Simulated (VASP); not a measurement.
# MnO2 (P-3m1) in VASP: a series of runs

Runs on MnO2. Level: PBE+U. Tasks: single point, relaxation of shape and atoms at fixed volume.

All numbers are computed with VASP 6.6.1; they aren't measurements. Logs are shortened: lines on timing, memory, paths and dates and some standing lists are left out, and cuts for length are marked.

### Step 1. The cell of the first run

It takes space group P-3m1 (No. 164, trigonal). Conventional cell: a = 2.920 Å, b = 2.920 Å, c = 5.507 Å, α = 90.00°, β = 90.00°, γ = 120.00°. Within 2.6 Å of Mn (site symmetry -3m) lie 6 O at 1.94 Å. Within 2.6 Å of O (site symmetry 3m) lie 3 Mn at 1.94 Å and 3 O at 2.54 Å.

### Step 2. Single point, PBE+U, collinear spin, ferromagnetic start

POSCAR reads:

```
MnO2
1.0
    2.9203003366      0.0000000000      0.0000000000
   -1.4601501683      2.5290542782      0.0000000000
    0.0000000000      0.0000000000      5.5070216066
Mn O
1 2
Direct
    0.0000000000      0.0000000000      0.0000000000
    0.3333333333      0.6666666667      0.1728657965
    0.6666666667      0.3333333333      0.8271342035
```

INCAR.step1 reads:

```
SYSTEM = MnO2
ALGO = Normal
EDIFF = 1E-6
ENCUT = 520
GGA = PE
ISIF = 2
ISMEAR = 0
ISPIN = 2
LASPH = .TRUE.
LCHARG = .TRUE.
LDAU = .TRUE.
LDAUJ = 0 0
LDAUL = 2 -1
LDAUPRINT = 1
LDAUTYPE = 2
LDAUU = 1 0
LMAXMIX = 4
LREAL = .FALSE.
LWAVE = .FALSE.
MAGMOM = 3.15 0 0
NBANDS = 24
NELM = 150
PREC = Accurate
SIGMA = 0.05
```

KPOINTS.step1 reads:

```
k-points
0
G
  10 10 6
  0 0 0
```

INCAR.step2 reads:

```
SYSTEM = MnO2
ALGO = Normal
EDIFF = 1E-6
ENCUT = 520
GGA = PE
ICHARG = 11
ISIF = 2
ISMEAR = -5
ISPIN = 2
LASPH = .TRUE.
LCHARG = .FALSE.
LDAU = .TRUE.
LDAUJ = 0 0
LDAUL = 2 -1
LDAUPRINT = 1
LDAUTYPE = 2
LDAUU = 1 0
LMAXMIX = 4
LORBIT = 11
LREAL = .FALSE.
LWAVE = .FALSE.
MAGMOM = 3.15 0 0
NEDOS = 2001
NELM = 150
PREC = Accurate
SIGMA = 0.05
```

KPOINTS.step2 reads:

```
k-points
0
G
  15 15 9
  0 0 0
```

Potentials or basis: VASP PAW PBE potentials, release 64 (Mn_pv, O).

Launch:

```sh
$ cat potpaw_PBE.64/Mn_pv/POTCAR potpaw_PBE.64/O/POTCAR > POTCAR
$ cp INCAR.step1 INCAR
$ cp KPOINTS.step1 KPOINTS
$ mpirun -np 1 vasp_std > vasp.out
$ cp INCAR.step2 INCAR
$ cp KPOINTS.step2 KPOINTS
$ mpirun -np 1 vasp_std > vasp.out
```

OUTCAR:

```text
SYSTEM = MnO2
   EDIFF = 1E-6
   ENCUT = 520
   GGA = PE
   ICHARG = 11
   ISIF = 2
   ISMEAR = -5
   ISPIN = 2
   LASPH = .TRUE.
   LORBIT = 11
   LREAL = .FALSE.
   NELM = 150
   PREC = Accurate

 ion  position               nearest neighbor table
   1  0.000  0.000  0.000-   2 1.94   3 1.94   3 1.94   2 1.94   3 1.94   2 1.94
   2  0.333  0.667  0.173-   1 1.94   1 1.94   1 1.94
   3  0.667  0.333  0.827-   1 1.94   1 1.94   1 1.94

  LATTYP: Found a hexagonal cell.
 ALAT       =     2.9203003366
 C/A-ratio  =     1.8857723425

  Lattice vectors:

 A1 = (   2.9203003366,   0.0000000000,   0.0000000000)
 A2 = (  -1.4601501683,   2.5290542782,   0.0000000000)
 A3 = (   0.0000000000,   0.0000000000,   5.5070216066)

Analysis of symmetry for initial positions (statically):
=====================================================================
 Subroutine PRICEL returns:
 Original cell was already a primitive cell.

 Routine SETGRP: Setting up the symmetry group for a
 hexagonal supercell.

 Subroutine GETGRP returns: Found 12 space group operations
 (whereof 12 operations were pure point group operations)
 out of a pool of 24 trial point group operations.

The static configuration has the point symmetry D_3d.

Analysis of symmetry for dynamics (positions and initial velocities):
=====================================================================
 Subroutine PRICEL returns:
 Original cell was already a primitive cell.

 Routine SETGRP: Setting up the symmetry group for a
 hexagonal supercell.

 Subroutine GETGRP returns: Found 12 space group operations
 (whereof 12 operations were pure point group operations)
 out of a pool of 24 trial point group operations.

The dynamic configuration has the point symmetry D_3d.

Analysis of structural, dynamic, and magnetic symmetry:
=====================================================================
 Subroutine PRICEL returns:
 Original cell was already a primitive cell.

 Routine SETGRP: Setting up the symmetry group for a
 hexagonal supercell.

 Subroutine GETGRP returns: Found 12 space group operations
 (whereof 12 operations were pure point group operations)
 out of a pool of 24 trial point group operations.

The overall configuration has the point symmetry D_3d.

 Subroutine INISYM returns: Found 12 space group operations
 (whereof 12 operations are pure point group operations),
 and found     1 'primitive' translations

----------------------------------------------------------------------------------------

                                     Primitive cell

  volume of cell :      40.6726

  direct lattice vectors                    reciprocal lattice vectors
     2.920300337  0.000000000  0.000000000     0.342430533  0.197702360  0.000000000
    -1.460150168  2.529054278  0.000000000     0.000000000  0.395404720  0.000000000
     0.000000000  0.000000000  5.507021607     0.000000000  0.000000000  0.181586359

  length of vectors
     2.920300337  2.920300337  5.507021607     0.395404721  0.395404720  0.181586359

  position of ions in fractional coordinates (direct lattice)
     0.000000000  0.000000000  0.000000000
     0.333333333  0.666666667  0.172865796
     0.666666667  0.333333333  0.827134204

  ion indices of the primitive-cell ions
   primitive index   ion index
                 1           1
                 2           2
                 3           3

----------------------------------------------------------------------------------------

 KPOINTS: k-points

Automatic generation of k-mesh.
 Grid dimensions read from file:
 generate k-points for:   15   15    9

 Generating k-lattice:

  Cartesian coordinates                     Fractional coordinates (reciprocal lattice)
     0.022828702  0.013180157  0.000000000     0.066666667  0.000000000  0.000000000
     0.000000000  0.026360315  0.000000000     0.000000000  0.066666667  0.000000000
     0.000000000  0.000000000  0.020176262     0.000000000  0.000000000  0.111111111

  Length of vectors
     0.026360315  0.026360315  0.020176262

  Shift w.r.t. Gamma in fractional coordinates (k-lattice)
     0.000000000  0.000000000  0.000000000

 TETIRR: Found   2940 inequivalent tetrahedra from    12150

 Subroutine IBZKPT returns following result:
 ===========================================

 Found    211 irreducible k-points:

 Following reciprocal coordinates:
            Coordinates               Weight
  0.000000  0.000000  0.000000      1.000000
  0.066667  0.000000  0.000000      6.000000
  0.133333 -0.000000  0.000000      6.000000
  0.200000 -0.000000  0.000000      6.000000
  0.266667 -0.000000  0.000000      6.000000
  0.333333 -0.000000  0.000000      6.000000
[... 16 lines left out ...]
  0.333333  0.200000  0.000000     12.000000
  0.400000  0.200000  0.000000      6.000000
 [... further k-points ...]
   k-points           NKPTS =    211   k-points in BZ     NKDIM =    211   number of bands    NBANDS=     18
[... 70 lines left out ...]

spin component  2

  0.2131  0.0000 -0.0000 -0.1189 -0.0000
  0.0000  0.2310 -0.0000  0.0000 -0.1189
 -0.0000 -0.0000  0.1004  0.0000  0.0000
 -0.1189  0.0000  0.0000  0.2310  0.0000
 -0.0000 -0.1189  0.0000  0.0000  0.2131

 occupancies and eigenvectors

  o =  0.1004  v =  0.0000  0.0000  0.0000  0.0000  0.0000  0.0000 -0.0000  1.0000  0.0000 -0.0000      0.0000  0.0000  0.0000  0.0000  0.0000  0.0000  0.0000  0.0000  0.0000  0.0000
  o =  0.1029  v =  0.0000  0.0000  0.0000  0.0000  0.0000 -0.7332  0.0000  0.0000 -0.6800  0.0000      0.0000  0.0000  0.0000  0.0000  0.0000  0.0000  0.0000  0.0000  0.0000  0.0000
  o =  0.1029  v =  0.0000  0.0000  0.0000  0.0000  0.0000  0.0000  0.6800  0.0000  0.0000  0.7332      0.0000  0.0000  0.0000  0.0000  0.0000  0.0000  0.0000  0.0000  0.0000  0.0000
  o =  0.3413  v =  0.0000  0.0000  0.0000  0.0000  0.0000  0.6800 -0.0000 -0.0000 -0.7332  0.0000      0.0000  0.0000  0.0000  0.0000  0.0000  0.0000  0.0000  0.0000  0.0000  0.0000
  o =  0.3413  v =  0.0000  0.0000  0.0000  0.0000  0.0000  0.0000  0.7332 -0.0000 -0.0000 -0.6800      0.0000  0.0000  0.0000  0.0000  0.0000  0.0000  0.0000  0.0000  0.0000  0.0000
  o =  0.5183  v = -0.6512  0.0000  0.0000  0.7589  0.0000  0.0000  0.0000  0.0000  0.0000  0.0000      0.0000  0.0000  0.0000  0.0000  0.0000  0.0000  0.0000  0.0000  0.0000  0.0000
  o =  0.5183  v =  0.0000  0.7589  0.0000  0.0000 -0.6512  0.0000  0.0000  0.0000  0.0000  0.0000      0.0000  0.0000  0.0000  0.0000  0.0000  0.0000  0.0000  0.0000  0.0000  0.0000
  o =  0.9515  v =  0.0000  0.0000 -1.0000 -0.0000  0.0000  0.0000  0.0000  0.0000  0.0000  0.0000      0.0000  0.0000  0.0000  0.0000  0.0000  0.0000  0.0000  0.0000  0.0000  0.0000
  o =  0.9529  v = -0.7589  0.0000 -0.0000 -0.6512 -0.0000  0.0000  0.0000  0.0000  0.0000  0.0000      0.0000  0.0000  0.0000  0.0000  0.0000  0.0000  0.0000  0.0000  0.0000  0.0000
  o =  0.9529  v =  0.0000  0.6512  0.0000 -0.0000  0.7589  0.0000  0.0000  0.0000  0.0000  0.0000      0.0000  0.0000  0.0000  0.0000  0.0000  0.0000  0.0000  0.0000  0.0000  0.0000

 number of electron      25.0000003 magnetization       3.0000608

 Free energy of the ion-electron system (eV)
  ---------------------------------------------------
  ext. energy  EPLUGINS =         0.00000000
  ---------------------------------------------------
  free energy    TOTEN  =       -23.14202101 eV

  energy without entropy =      -23.14202101  energy(sigma->0) =      -23.14202101

 E-fermi :   0.6520     XC(G=0):  -9.3209

 val. band max:        0.6487626926   @ k =   0.0000   0.1333   0.4444
 cond. band min:       2.3233378265   @ k =   0.0000   0.0000   0.4444
 fundamental gap:      1.6745751339
 Fermi energy:         0.6520188446

 spin component 1

 k-point     1 :       0.0000    0.0000    0.0000
  band No.  band energies     occupation
      1     -49.3639      1.00000
      2     -49.3638      1.00000
      3     -49.3611      1.00000
      4     -18.0395      1.00000
      5     -15.9821      1.00000
      6      -4.7670      1.00000
[... 10 lines left out ...]
     17       7.4726      0.00000
[... 977 lines left out ...]
      4     -16.4248      1.00000
      5     -16.4082      1.00000
      6      -4.2339      1.00000
[... 10 lines left out ...]
     17      13.6454      0.00000
     18      13.7511      0.00000

 [... further k-points ...]

------------------------ aborting loop because EDIFF is reached ----------------------------------------

  FORCE on cell =-STRESS in cart. coord.  units (eV):
  Direction    XX          YY          ZZ          XY          YZ          ZX
  --------------------------------------------------------------------------------------
  -------------------------------------------------------------------------------------
  Total       -1.0030263     -1.0030263     -0.3109603      0.0000000      0.0000000      0.0000000
  in kB      -39.5112197    -39.5112197    -12.2493495      0.0000000      0.0000000      0.0000000
  external PRESSURE =     -30.4239296 kB  Pullay stress =       0.0000000 kB

 VOLUME and BASIS-vectors are now :
 -----------------------------------------------------------------------------
  energy-cutoff  :      520.00
  volume of cell :       40.67
      direct lattice vectors                 reciprocal lattice vectors
     2.920300337  0.000000000  0.000000000     0.342430533  0.197702360  0.000000000
    -1.460150168  2.529054278  0.000000000     0.000000000  0.395404720  0.000000000
     0.000000000  0.000000000  5.507021607     0.000000000  0.000000000  0.181586359

 POSITION                                       TOTAL-FORCE (eV/Angst)
 -----------------------------------------------------------------------------------
      0.00000      0.00000      0.00000        -0.000000      0.000000      0.000000
     -0.00000      1.68604      0.95198         0.000000     -0.000000     -0.139886
      1.46015      0.84302      4.55505        -0.000000      0.000000      0.139886
 -----------------------------------------------------------------------------------
    total drift:                                0.000000      0.000000      0.000000

  FREE ENERGIE OF THE ION-ELECTRON SYSTEM (eV)
  ---------------------------------------------------
  free  energy   TOTEN  =       -23.1420210059 eV

  energy  without entropy=      -23.1420210059  energy(sigma->0) =      -23.14202101

 total charge

# of ion       s       p       d       tot
------------------------------------------
    1        0.337   6.425   4.852  11.613
    2        1.581   3.392   0.000   4.973
    3        1.581   3.392   0.000   4.973
--------------------------------------------------
tot          3.499  13.210   4.852  21.560

 magnetization (x)

# of ion       s       p       d       tot
------------------------------------------
    1        0.031   0.039   2.903   2.973
    2        0.003  -0.020   0.000  -0.017
    3        0.003  -0.020   0.000  -0.017
--------------------------------------------------
tot          0.037  -0.001   2.903   2.939
```

Wall time 5.9 min (1 thread of Intel Xeon 8259CL, shared host); peak memory 0.35 GiB.

Results:

| Item | Value |
| --- | --- |
| Net moment | 3.00 μB per cell |
| Site moments | Mn +2.97; O -0.02 μB |
| Valence electrons inside the program's atomic spheres | Mn 11.61; O 4.97 |

Eigenvalues of the final occupation matrices:
| site | spin | trace | eigenvalues |
| --- | --- | --- | --- |
| site 1 d | 1 | 3.89 | 0.52 0.52 0.95 0.95 0.95 |
| site 1 d | 2 | 0.99 | 0.10 0.10 0.10 0.34 0.34 |

Caveat: a cell with one magnetic atom can't hold antiferromagnetic order, which such compounds often take. The state reached can hang on the start; a lower one may exist.

### Step 3. Relaxation of shape and atoms at fixed volume, PBE+U, collinear spin, ferromagnetic start

This run uses another cell than the first one, of 9.51 Å³/atom.

INCAR reads:

```
PREC = Accurate
ENCUT = 600
EDIFF = 1E-6
ISMEAR = 0
SIGMA = 0.05
LREAL = False
LASPH = True
NELM = 150
ALGO = Normal
ISIF = 4
LWAVE = False
LCHARG = False
ISPIN = 2
MAGMOM = 3.03 0 0
LORBIT = 11
LMAXMIX = 4
LDAU = True
LDAUTYPE = 2
LDAUL = 2 -1
LDAUU = 3.9 0
LDAUJ = 0 0
LDAUPRINT = 1
GGA = PE
IBRION = 2
NSW = 60
EDIFFG = -0.04
```

KPOINTS reads:

```
regular mesh
0
Gamma
  10 10 6
```

POSCAR reads:

```
MnO2
1.0
    2.7332652787      0.0000000000      0.0000000000
   -1.3666326393      2.3670771666      0.0000000000
    0.0000000000      0.0000000000      4.4093241760
Mn O
1 2
Direct
    0.0000000000      0.0000000000      0.0000000000
    0.3333333333      0.6666666667      0.2520000000
    0.6666666667      0.3333333333      0.7480000000
```

Potentials or basis: VASP PAW PBE potentials, release 64 (Mn_pv, O).

Launch:

```sh
$ cat potpaw_PBE.64/Mn_pv/POTCAR potpaw_PBE.64/O/POTCAR > POTCAR
$ mpirun -np 1 vasp_std > vasp.out
```

It took 5.6 min on 1 thread of Intel Xeon 8259CL, shared host; peak memory 0.22 GiB.

Results (log left out):

```
Free energy                                           : -21.0093 eV
Energy gained by relaxing                             : 123.2 meV/atom
Ionic steps                                           : 7
Pressure after relaxing                               : 14.3 GPa
Band gap on the k mesh                                : 1.31 eV (least direct gap 1.59 eV)
Net moment                                            : 3.00 μB per cell
Site moments                                          : Mn +3.16; O -0.09 μB
Valence electrons inside the program's atomic spheres : Mn 11.71; O 5.01
```

Step by step:
| step | energy change (eV) | largest force (eV/Å) | pressure (GPa) | volume (Å³) |
| --- | --- | --- | --- | --- |
| 1 | 0.0000 | 1.8506 | 11.70 | 28.53 |
| 2 | -0.3478 | 0.4121 | 19.52 | 28.53 |
| 3 | -0.3478 | 0.3856 | 19.47 | 28.53 |
| 4 | -0.3659 | 0.1087 | 16.11 | 28.53 |
| 5 | -0.3693 | 0.0786 | 13.98 | 28.53 |
| 6 | -0.3693 | 0.0699 | 14.06 | 28.53 |
| 7 | -0.3697 | 0.0002 | 14.28 | 28.53 |

Final structure:
```xyz
3
Lattice="2.8612 0.0000 0.0000 -1.4306 2.4778 0.0000 0.0000 0.0000 4.0239" Properties=species:S:1:pos:R:3 pbc="T T T"
Mn    1.4306    2.4778    4.0239
O     0.0000    1.6519    0.9558
O     1.4306    0.8259    3.0681
```

Levels at points of the mesh, in eV from the valence-band top:
Spin up:
```
           k point  band 11  band 12  band 13  band 14  band 15  band 16  band 17  band 18
(0.00, 0.00, 0.00)    -1.45    -0.94    -0.94     0.00     2.74     2.74     7.83    10.54
(0.50, 0.00, 0.00)    -3.06    -2.74    -2.50    -1.64     2.03     2.87    12.30    13.05
(0.00, 0.00, 0.50)    -2.51    -1.15    -1.15    -0.55     2.97     2.97    10.21    10.30
(0.50, 0.00, 0.50)    -2.81    -2.32    -2.22    -0.94     2.15     2.51    11.16    13.91
```
Spin down:
```csv
k point,band 9,band 10,band 11,band 12,band 13,band 14
"(0.00, 0.00, 0.00)",-1.11,-1.11,-0.12,2.49,2.49,3.85
"(0.50, 0.00, 0.00)",-2.81,-2.79,-2.57,2.43,3.20,3.47
"(0.00, 0.00, 0.50)",-2.63,-1.32,-1.32,2.46,2.46,3.91
"(0.50, 0.00, 0.50)",-2.41,-2.39,-1.00,2.61,3.15,3.50
```

Eigenvalues of the final occupation matrices:
| site | spin | trace | eigenvalues |
| --- | --- | --- | --- |
| site 1 d | 1 | 4.00 | 0.55 0.55 0.96 0.96 0.96 |
| site 1 d | 2 | 0.91 | 0.08 0.08 0.08 0.33 0.33 |

Caveat: a cell with one magnetic atom can't hold antiferromagnetic order, which such compounds often take. A k mesh can miss the band edges.

### Step 4. Single point, PBE+U, collinear spin, ferromagnetic start

INCAR reads:

```
SYSTEM = MnO2
  PREC = Accurate
  ENCUT = 520
  EDIFF = 1E-6
  ISMEAR = 0
  SIGMA = 0.05
  LREAL = .False.
  LASPH = .True.
  NELM = 150
  ALGO = Normal
  ISIF = 2
  LWAVE = .False.
  LCHARG = .False.
  ISPIN = 2
  MAGMOM = 0.5 0 0
  LORBIT = 11
  LMAXMIX = 4
  LDAU = .True.
  LDAUTYPE = 2
  LDAUL = 2 -1
  LDAUU = 3.9 0
  LDAUJ = 0 0
  LDAUPRINT = 1
  GGA = PE
  NBANDS = 24
```

KPOINTS reads:

```
regular mesh
0
Gamma
  10 10 6
  0 0 0
```

POSCAR reads:

```
MnO2
1.0
    2.9203003366      0.0000000000      0.0000000000
   -1.4601501683      2.5290542782      0.0000000000
    0.0000000000      0.0000000000      5.5070216066
Mn O
1 2
Direct
    0.0000000000      0.0000000000      0.0000000000
    0.3333333333      0.6666666667      0.1728657965
    0.6666666667      0.3333333333      0.8271342035
```

Launch:

```sh
$ cat potpaw_PBE.64/Mn_pv/POTCAR potpaw_PBE.64/O/POTCAR > POTCAR
$ mpirun -np 1 vasp_std > vasp.out
```

Wall time 96 s (1 thread of AMD EPYC 9R45 (Zen 5), shared host); peak memory 0.22 GiB.

The run converged. Its results:

```
Free energy                                           : -21.2596 eV
Pressure                                              : 0.3 GPa
Largest force                                         : 0.086 eV/Å
Band gap on the k mesh                                : 1.86 eV (least direct gap 2.03 eV)
Net moment                                            : 3.00 μB per cell
Site moments                                          : Mn +3.24; O -0.13 μB
Valence electrons inside the program's atomic spheres : Mn 11.59; O 4.98
```

Forces in eV/Å, atoms in the order of the input:
```
Mn   0.000  0.000  0.000
O    0.000  0.000  0.086
O    0.000  0.000 -0.086
```

Stress tensor (GPa, compression positive):
```
0.26 0.00 0.00
0.00 0.26 0.00
0.00 0.00 0.44
```

Levels at points of the mesh, in eV from the valence-band top:
Spin up:
| k point | band 11 | band 12 | band 13 | band 14 | band 15 | band 16 | band 17 | band 18 |
| --- | --- | --- | --- | --- | --- | --- | --- | --- |
| (0.00, 0.00, 0.00) | -0.67 | -0.51 | -0.44 | -0.44 | 3.16 | 3.16 | 7.11 | 10.61 |
| (0.50, 0.00, 0.00) | -2.49 | -1.92 | -1.42 | -1.06 | 2.33 | 3.01 | 11.97 | 12.77 |
| (0.00, 0.00, 0.50) | -0.94 | -0.49 | -0.44 | -0.44 | 3.17 | 3.17 | 8.76 | 8.99 |
| (0.50, 0.00, 0.50) | -2.48 | -1.91 | -1.47 | -0.92 | 2.33 | 3.00 | 11.54 | 12.81 |
Spin down:
```tsv
k point	band 9	band 10	band 11	band 12	band 13	band 14
(0.00, 0.00, 0.00)	-0.68	-0.67	-0.67	3.07	3.07	4.38
(0.50, 0.00, 0.00)	-2.05	-1.90	-1.18	3.14	3.68	3.95
(0.00, 0.00, 0.50)	-1.10	-0.67	-0.67	3.07	3.07	4.40
(0.50, 0.00, 0.50)	-2.04	-1.89	-1.05	3.15	3.68	3.95
```

Eigenvalues of the final occupation matrices:
```tsv
site	spin	trace	eigenvalues
site 1 d	1	4.01	0.56 0.56 0.96 0.96 0.96
site 1 d	2	0.84	0.07 0.07 0.07 0.31 0.31
```

Caveat: a cell with one magnetic atom can't hold antiferromagnetic order, which such compounds often take.

### Step 5. The runs side by side

| task | U | cell | cutoff (eV) | k mesh for the DOS | occupations for the DOS | gap on the mesh (eV) | pressure (GPa) | moment (μB) |
| --- | --- | --- | --- | --- | --- | --- | --- | --- |
| single point | Mn d U = 1.0 eV | a = 2.920, b = 2.920, c = 5.507 Å, angles 90.0, 90.0, 120.0°, 3 atoms, atomic positions A | 520 | 15 × 15 × 9 | tetrahedron | - | - | 3.00 |
| relaxation of shape and atoms at fixed volume | Mn d U = 3.9 eV | relaxed from a = 2.733, b = 2.733, c = 4.409 Å, angles 90.0, 90.0, 120.0°, 3 atoms, atomic positions B | 600 | - | - | 1.31 | 14.3 | 3.00 |
| single point | Mn d U = 3.9 eV | a = 2.920, b = 2.920, c = 5.507 Å, angles 90.0, 90.0, 120.0°, 3 atoms, atomic positions A | 520 | - | - | 1.86 | 0.3 | 3.00 |

Alike in all rows: level PBE+U; potentials or basis VASP PAW PBE potentials, release 64 (Mn_pv, O); spin collinear, ferromagnetic start; k mesh 10 × 10 × 6; smearing gaussian 0.05 eV.

Caveats: a cell with one magnetic atom can't hold antiferromagnetic order, which such compounds often take.

Total energies depend on the potentials used, so only differences within one code and one set of settings carry meaning.
